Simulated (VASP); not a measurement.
# LiCl (Fm-3m) in VASP: a series of runs

Runs on LiCl. Level: PBE. Tasks: single point, relaxation of cell and atoms.

Program: VASP 6.6.1. These are calculated values, not measurements. Logs are shortened: lines on timing, memory, paths and dates and some standing lists are left out, and cuts for length are marked.

## (1) The cell of the first run

It takes space group Fm-3m (No. 225, cubic). The conventional cell has a = 5.150 Å, b = 5.150 Å, c = 5.150 Å, α = 90.00°, β = 90.00°, γ = 90.00°. Within 3.4 Å of Li (site symmetry m-3m) lie 6 Cl at 2.58 Å. Within 3.4 Å of Cl (site symmetry m-3m) lie 6 Li at 2.58 Å.

## (2) Single point, PBE

INCAR reads:

```
PREC = Accurate
ENCUT = 520
EDIFF = 1E-7
ISMEAR = 0
SIGMA = 0.02
LREAL = False
LASPH = True
NELM = 100
ALGO = Normal
ISIF = 2
LWAVE = False
LCHARG = False
GGA = PE
NBANDS = 24
```

KPOINTS reads:

```
Automatic mesh
0
Gamma
  9 9 4
```

POSCAR reads:

```
LiCl
1.0
    3.6417967620     -0.0000002898      0.0000000000
   -1.8208981300      3.1538886563      0.0000000000
    0.0000000000      0.0000000000      8.9205432201
Li Cl
3 3
Direct
    0.0000000000      0.0000000000      0.0000000000
    0.3333333333      0.6666666667      0.3333333333
    0.6666666667      0.3333333333      0.6666666667
    0.6666666667      0.3333333333      0.1666666667
    0.0000000000      0.0000000000      0.5000000000
    0.3333333333      0.6666666667      0.8333333333
```

Potentials or basis: VASP PAW PBE potentials, release 64 (Li_sv, Cl).

On the command line:

```bash
cat potpaw_PBE.64/Li_sv/POTCAR potpaw_PBE.64/Cl/POTCAR > POTCAR
mpirun -np 1 vasp_std > vasp.out
```

OUTCAR:

```text
PREC = Accurate
   ENCUT = 520
   EDIFF = 1E-7
   ISMEAR = 0
   LREAL = False
   LASPH = True
   NELM = 100
   ISIF = 2
   GGA = PE

 ion  position               nearest neighbor table
   1  0.000  0.000  0.000-   4 2.58   6 2.58   4 2.58   6 2.58   4 2.58   6 2.58
   2  0.333  0.667  0.333-   4 2.58   4 2.58   5 2.58   4 2.58   5 2.58   5 2.58
   3  0.667  0.333  0.667-   6 2.58   6 2.58   6 2.58   5 2.58   5 2.58   5 2.58
   4  0.667  0.333  0.167-   2 2.58   2 2.58   2 2.58   1 2.58   1 2.58   1 2.58
   5  0.000  0.000  0.500-   2 2.58   3 2.58   3 2.58   2 2.58   3 2.58   2 2.58
   6  0.333  0.667  0.833-   3 2.58   3 2.58   3 2.58   1 2.58   1 2.58   1 2.58

  LATTYP: Found a hexagonal cell.
 ALAT       =     3.6417967620
 C/A-ratio  =     2.4494895798

  Lattice vectors:

 A1 = (   3.6417967620,  -0.0000002898,   0.0000000000)
 A2 = (  -1.8208981300,   3.1538886563,   0.0000000000)
 A3 = (   0.0000000000,   0.0000000000,   8.9205432201)

Analysis of symmetry for initial positions (statically):
=====================================================================
 Subroutine PRICEL returns following result:

  LATTYP: Found a face centered cubic cell.
 ALAT       =     5.1502781432

  Lattice vectors:

 A1 = (   1.8208982972,  -1.0512963153,   2.9735144064)
 A2 = (   0.0000001672,   2.1025923410,   2.9735144064)
 A3 = (  -1.8208984643,  -1.0512960258,   2.9735144073)

   3 primitive cells build up your supercell.

 Routine SETGRP: Setting up the symmetry group for a
 hexagonal supercell.

 Subroutine GETGRP returns: Found 12 space group operations
 (whereof 12 operations were pure point group operations)
 out of a pool of 24 trial point group operations.

The static configuration has the point symmetry D_3d.

Analysis of symmetry for dynamics (positions and initial velocities):
=====================================================================
 Subroutine PRICEL returns following result:

  LATTYP: Found a face centered cubic cell.
 ALAT       =     5.1502781432

  Lattice vectors:

 A1 = (   1.8208982972,  -1.0512963153,   2.9735144064)
 A2 = (   0.0000001672,   2.1025923410,   2.9735144064)
 A3 = (  -1.8208984643,  -1.0512960258,   2.9735144073)

   3 primitive cells build up your supercell.

 Routine SETGRP: Setting up the symmetry group for a
 hexagonal supercell.

 Subroutine GETGRP returns: Found 12 space group operations
 (whereof 12 operations were pure point group operations)
 out of a pool of 24 trial point group operations.

The dynamic configuration has the point symmetry D_3d.

 Subroutine INISYM returns: Found 12 space group operations
 (whereof 12 operations are pure point group operations),
 and found     3 'primitive' translations

----------------------------------------------------------------------------------------

                                     Primitive cell

  volume of cell :      34.1533

  direct lattice vectors                    reciprocal lattice vectors
     1.820898297 -1.051296315  2.973514406     0.274589720 -0.158534478  0.112100796
     0.000000167  2.102592341  2.973514406     0.000000025  0.317068912  0.112100796
    -1.820898464 -1.051296026  2.973514407    -0.274589745 -0.158534434  0.112100796

  length of vectors
     3.641796600  3.641796600  3.641796601     0.336302370  0.336302370  0.336302370

  position of ions in fractional coordinates (direct lattice)
     0.000000000  0.000000000  0.000000000
     0.500000000  0.500000000  0.500000000

  ion indices of the primitive-cell ions
   primitive index   ion index
                 1           1
                 2           4

----------------------------------------------------------------------------------------

 KPOINTS: Automatic mesh

Automatic generation of k-mesh.
 Grid dimensions read from file:
 generate k-points for:    9    9    4

 Generating k-lattice:

  Cartesian coordinates                     Fractional coordinates (reciprocal lattice)
     0.030509972  0.017614937  0.000000000     0.111111111  0.000000000  0.000000000
     0.000000003  0.035229879  0.000000000     0.000000000  0.111111111  0.000000000
     0.000000000  0.000000000  0.028025199     0.000000000  0.000000000  0.250000000

  Length of vectors
     0.035229879  0.035229879  0.028025199

  Shift w.r.t. Gamma in fractional coordinates (k-lattice)
     0.000000000  0.000000000  0.000000000

 Subroutine IBZKPT returns following result:
 ===========================================

 Found     43 irreducible k-points:

 Following reciprocal coordinates:
            Coordinates               Weight
  0.000000  0.000000  0.000000      1.000000
  0.111111  0.000000  0.000000      6.000000
  0.222222  0.000000  0.000000      6.000000
  0.333333  0.000000  0.000000      6.000000
  0.444444  0.000000  0.000000      6.000000
  0.111111  0.111111  0.000000      6.000000
[... 16 lines left out ...]
  0.222222  0.111111  0.250000     12.000000
 -0.111111  0.333333  0.250000     12.000000
 [... further k-points ...]
   k-points           NKPTS =     43   k-points in BZ     NKDIM =     43   number of bands    NBANDS=     24
   number of dos      NEDOS =    301   number of ions     NIONS =      6
   total plane-waves  NPLWV =  54880
   dimension x,y,z NGX =    28 NGY =   28 NGZ =   70
   dimension x,y,z NGXF=    56 NGYF=   56 NGZF=  140
   ions per type =               3   3
   NGX,Y,Z   is equivalent  to a cutoff of  12.78, 12.78, 13.05 a.u.
   NGXF,Y,Z  is equivalent  to a cutoff of  25.56, 25.56, 26.09 a.u.
 SYSTEM =  unknown system
   PREC   = accura    normal or accurate (medium, high low for compatibility)
   ISTART =      0    job   : 0-new  1-cont  2-samecut
   ICHARG =      2    charge: 1-file 2-atom 10-const
   ISPIN  =      1    spin polarized calculation?
   LNONCOLLINEAR =      F non collinear calculations
   LSORBIT =      F    spin-orbit coupling
   LASPH  =      T    aspherical Exc in radial PAW
   ENCUT  =  520.0 eV  38.22 Ry    6.18 a.u.   6.77  6.77 16.59*2*pi/ulx,y,z
   NELM   =    100;   NELMIN=  2; NELMDL= -5     # of ELM steps
   EDIFF  = 0.1E-06   stopping-criterion for ELM
   LREAL  =      F    real-space projection
   EDIFFG = 0.1E-05   stopping-criterion for IOM
   NSW    =      0    number of steps for IOM
   IBRION =     -1    ionic relax: 0-MD 1-quasi-New 2-CG
   NFREE  =      0    steps in history (QN), initial steepest desc. (CG)
   ISIF   =      2    stress and relaxation
   ISYM   =      2    0-nonsym 1-usesym 2-fastsym
   POTIM  = 0.5000    time-step for ionic-motion
   TEBEG  =    0.0;   TEEND  =   0.0 temperature during run
   PSTRESS=    0.0 pullay stress
   NELECT =      30.0000    total number of electrons
   NUPDOWN=      -1.0000    fix difference up-down
   EMIN   =  10.00;   EMAX   =-10.00  energy-range for DOS
   EFERMI =   0.00;   METHOD = LEGACY
   ISMEAR =     0;   SIGMA  =   0.02  broadening in eV -4-tet -1-fermi 0-gaus
   EFERMI_NEDOS =   21; number of points for ismear=-14 and -15
   IALGO  =     38    algorithm
   IMIX   =      4    mixing-type and parameters
     AMIX     =   0.40;   BMIX     =  1.00
     AMIX_MAG =   1.60;   BMIX_MAG =  1.00
  volume/ion in A,a.u.               =      17.08       115.24
  Fermi-wavevector in a.u.,A,eV,Ry     =   1.087087  2.054296 16.078783  1.181757
  Thomas-Fermi vector in A             =   2.223238
   LORBIT       =      0    0 simple, 1 ext, 2 COOP (PROOUT), +10 PAW based schemes
   GGA     = PE    functional components
   LHFCALC =     F    Hartree Fock is set to
   AEXX    =    0.0000 exact exchange contribution
   IVDW    =     0    specifies the selected vdW correction
   LEPSILON=     F    determine dielectric tensor
   LRPA    =     F    only Hartree local field effects (RPA)
 non-spin polarized calculation
 Gauss-broadening in eV      SIGMA  =   0.02
  energy-cutoff  :      520.00
  volume of cell :      102.46
 maximum number of plane-waves:      2793
 NGX is ok and might be reduce to    28
   NGX = 13   NGY = 13   NGZ = 33

 number of electron      29.9999992 magnetization

 Free energy of the ion-electron system (eV)
  ---------------------------------------------------
  ext. energy  EPLUGINS =         0.00000000
  ---------------------------------------------------
  free energy    TOTEN  =       -22.15869909 eV

  energy without entropy =      -22.15869909  energy(sigma->0) =      -22.15869909

 E-fermi :   0.6162     XC(G=0):  -8.6786

 val. band max:        0.4894717205   @ k =   0.0000   0.0000   0.0000
 cond. band min:       6.7604723180   @ k =   0.0000   0.0000   0.0000
 fundamental gap:      6.2710005974
 Fermi energy:         0.6162392516

 k-point     1 :       0.0000    0.0000    0.0000
  band No.  band energies     occupation
      1     -43.0548      2.00000
      2     -43.0528      2.00000
      3     -43.0528      2.00000
      4     -12.8651      2.00000
      5     -12.4626      2.00000
      6     -12.4626      2.00000
[... 16 lines left out ...]
     23      12.1238      0.00000
     24      12.1296      0.00000

 k-point     2 :       0.1111    0.0000    0.0000
  band No.  band energies     occupation
      1     -43.0544      2.00000
      2     -43.0527      2.00000
      3     -43.0526      2.00000
      4     -12.8127      2.00000
      5     -12.4248      2.00000
      6     -12.4221      2.00000
[... 16 lines left out ...]
     23      11.6284      0.00000
     24      11.7910      0.00000

 k-point     3 :       0.2222    0.0000    0.0000
  band No.  band energies     occupation
      1     -43.0537      2.00000
      2     -43.0523      2.00000
      3     -43.0522      2.00000
      4     -12.6702      2.00000
      5     -12.3339      2.00000
      6     -12.3135      2.00000
[... 16 lines left out ...]
     23      11.0928      0.00000
     24      11.3015      0.00000

 k-point     4 :       0.3333    0.0000    0.0000
  band No.  band energies     occupation
      1     -43.0529      2.00000
      2     -43.0520      2.00000
      3     -43.0518      2.00000
      4     -12.4813      2.00000
      5     -12.2460      2.00000
      6     -12.1807      2.00000
[... 16 lines left out ...]
     23      11.2722      0.00000
     24      11.3136      0.00000

 k-point     5 :       0.4444    0.0000    0.0000
  band No.  band energies     occupation
      1     -43.0522      2.00000
      2     -43.0519      2.00000
      3     -43.0515      2.00000
      4     -12.3122      2.00000
      5     -12.2265      2.00000
      6     -12.0886      2.00000
[... 16 lines left out ...]
     23      10.9206      0.00000
     24      11.9741      0.00000

 k-point     6 :       0.1111    0.1111    0.0000
  band No.  band energies     occupation
      1     -43.0539      2.00000
      2     -43.0524      2.00000
      3     -43.0524      2.00000
      4     -12.7151      2.00000
      5     -12.3539      2.00000
      6     -12.3539      2.00000
[... 16 lines left out ...]
     23      11.1300      0.00000
     24      11.7257      0.00000
[... 379 lines left out ...]
 k-point    21 :       0.0000    0.4444    0.2500
  band No.  band energies     occupation
      1     -43.0523      2.00000
      2     -43.0517      2.00000
      3     -43.0516      2.00000
      4     -12.3352      2.00000
      5     -12.1605      2.00000
      6     -12.1319      2.00000
[... 16 lines left out ...]
     23      11.5949      0.00000
     24      11.6492      0.00000

 k-point    22 :       0.1111    0.1111    0.2500
  band No.  band energies     occupation
      1     -43.0538      2.00000
      2     -43.0529      2.00000
      3     -43.0520      2.00000
      4     -12.6848      2.00000
      5     -12.4802      2.00000
      6     -12.2571      2.00000
[... 16 lines left out ...]
     23      11.0237      0.00000
     24      11.3218      0.00000

 k-point    23 :       0.2222    0.1111    0.2500
  band No.  band energies     occupation
      1     -43.0531      2.00000
      2     -43.0524      2.00000
      3     -43.0517      2.00000
      4     -12.5167      2.00000
      5     -12.3657      2.00000
      6     -12.1619      2.00000
[... 16 lines left out ...]
     23      10.7663      0.00000
     24      10.7908      0.00000

 k-point    24 :      -0.1111    0.3333    0.2500
  band No.  band energies     occupation
      1     -43.0531      2.00000
      2     -43.0523      2.00000
      3     -43.0517      2.00000
      4     -12.5291      2.00000
      5     -12.3386      2.00000
      6     -12.1768      2.00000
[... 16 lines left out ...]
     23      10.9010      0.00000
     24      11.0321      0.00000

 [... further k-points ...]

------------------------ aborting loop because EDIFF is reached ----------------------------------------

  FORCE on cell =-STRESS in cart. coord.  units (eV):
  Direction    XX          YY          ZZ          XY          YZ          ZX
  --------------------------------------------------------------------------------------
  -------------------------------------------------------------------------------------
  Total       -0.0700084     -0.0700084     -0.0703964     -0.0000000     -0.0000000     -0.0000000
  in kB       -1.0947306     -1.0947306     -1.1007977     -0.0000000     -0.0000000     -0.0000000
  external PRESSURE =      -1.0967529 kB  Pullay stress =       0.0000000 kB

 VOLUME and BASIS-vectors are now :
 -----------------------------------------------------------------------------
  energy-cutoff  :      520.00
  volume of cell :      102.46
      direct lattice vectors                 reciprocal lattice vectors
     3.641796762 -0.000000290  0.000000000     0.274589745  0.158534434  0.000000000
    -1.820898130  3.153888656  0.000000000     0.000000025  0.317068912  0.000000000
     0.000000000  0.000000000  8.920543220     0.000000000  0.000000000  0.112100796

 POSITION                                       TOTAL-FORCE (eV/Angst)
 -----------------------------------------------------------------------------------
      0.00000      0.00000      0.00000        -0.000000     -0.000000     -0.000000
      0.00000      2.10259      2.97351         0.000000     -0.000000     -0.000000
      1.82090      1.05130      5.94703         0.000000      0.000000      0.000000
      1.82090      1.05130      1.48676         0.000000     -0.000000     -0.000000
      0.00000      0.00000      4.46027         0.000000     -0.000000     -0.000000
      0.00000      2.10259      7.43379         0.000000     -0.000000     -0.000000
 -----------------------------------------------------------------------------------
    total drift:                               -0.000000      0.000000      0.000000

  FREE ENERGIE OF THE ION-ELECTRON SYSTEM (eV)
  ---------------------------------------------------
  free  energy   TOTEN  =       -22.1586990936 eV

  energy  without entropy=      -22.1586990936  energy(sigma->0) =      -22.15869909
```

It took 85 s on 1 thread of Intel Xeon Platinum 8259CL at 2.50GHz (Skylake/Cascade Lake), shared host; peak memory 0.25 GiB.

Results:

| Property | Result |
| --- | --- |
| Free energy | -22.1587 eV |
| Band gap on the k mesh | 6.27 eV |

Levels at points of the mesh, in eV from the valence-band top:
| k point | band 13 | band 14 | band 15 | band 16 | band 17 | band 18 |
| --- | --- | --- | --- | --- | --- | --- |
| (0.00, 0.00, 0.00) | 0.00 | 0.00 | 0.00 | 6.27 | 7.04 | 7.04 |
| (0.00, 0.00, 0.50) | -0.07 | -0.07 | -0.07 | 6.75 | 6.96 | 6.96 |

Caveat: the cutoff is under 1.25 times the usual one of these potentials, so pressure, stress and relaxed cells hold a basis-set (Pulay) error.

## (3) Relaxation of cell and atoms, PBE

This run uses another cell than the first one, of 16.87 Å³/atom, 0.988 times its volume.

INCAR reads:

```
PREC = Accurate
ENCUT = 600
EDIFF = 1E-6
ISMEAR = 0
SIGMA = 0.02
LREAL = F
LASPH = T
NELM = 100
ALGO = Normal
ISIF = 3
LWAVE = F
LCHARG = F
GGA = PE
IBRION = 2
NSW = 100
EDIFFG = -0.005
```

KPOINTS is that of step 2.

POSCAR reads:

```
LiCl
1.0
    3.6271330000      0.0000000000      0.0000000000
   -1.8135660000      3.1411890000      0.0000000000
    0.0000000000      0.0000000000      8.8846240000
Li Cl
3 3
Direct
    0.0000000000      0.0000000000      0.0000000000
    0.3333333300      0.6666666700      0.3333333300
    0.6666666700      0.3333333300      0.6666666700
    0.6666666700      0.3333333300      0.1666666700
    0.0000000000      0.0000000000      0.5000000000
    0.3333333300      0.6666666700      0.8333333300
```

Potentials or basis: VASP PAW PBE potentials, release 64 (Li_sv, Cl).

On the command line:

```bash
cat potpaw_PBE.64/Li_sv/POTCAR potpaw_PBE.64/Cl/POTCAR > POTCAR
mpirun -np 1 vasp_std > vasp.out
```

Run time: 2.5 min. Hardware: 1 thread of Intel Xeon Platinum 8259CL at 2.50GHz (Skylake/Cascade Lake), shared host; peak memory 0.28 GiB.

It converged, with:

* Free energy: -22.1573 eV
* Relaxed volume: 17.01 Å³/atom
* Relaxed cell: a = 3.637 Å, b = 3.637 Å, c = 8.909 Å, α = 90.00°, β = 90.00°, γ = 120.00°
* Space group after relaxing (to 0.05 Å): Fm-3m (No. 225)
* Energy gained by relaxing: 0.1 meV/atom
* Ionic steps: 3
* Pressure after relaxing: 0.0 GPa
* Band gap on the k mesh: 6.29 eV

Step by step:
```csv
step,energy change (eV),largest force (eV/Å),pressure (GPa),volume (Å³)
1,0.0000,0.0000,0.29,101.23
2,-0.0006,0.0000,0.15,101.67
3,-0.0008,0.0000,0.02,102.06
```

Final structure:
```
CELL_PARAMETERS angstrom
3.63710 0.00000 0.00000
-1.81855 3.14982 0.00000
0.00000 0.00000 8.90899
ATOMIC_POSITIONS crystal
Li 0.00000 0.00000 0.00000
Li 0.33333 0.66667 0.33333
Li 0.66667 0.33333 0.66667
Cl 0.66667 0.33333 0.16667
Cl 0.00000 0.00000 0.50000
Cl 0.33333 0.66667 0.83333
```

Levels at points of the mesh, in eV from the valence-band top:
| k point | band 13 | band 14 | band 15 | band 16 | band 17 | band 18 |
| --- | --- | --- | --- | --- | --- | --- |
| (0.00, 0.00, 0.00) | 0.00 | 0.00 | 0.00 | 6.29 | 7.05 | 7.05 |
| (0.00, 0.00, 0.50) | -0.07 | -0.07 | -0.07 | 6.75 | 6.98 | 6.98 |

Caveat: the cutoff is under 1.25 times the usual one of these potentials, so pressure, stress and relaxed cells hold a basis-set (Pulay) error. A k mesh can miss the band edges.
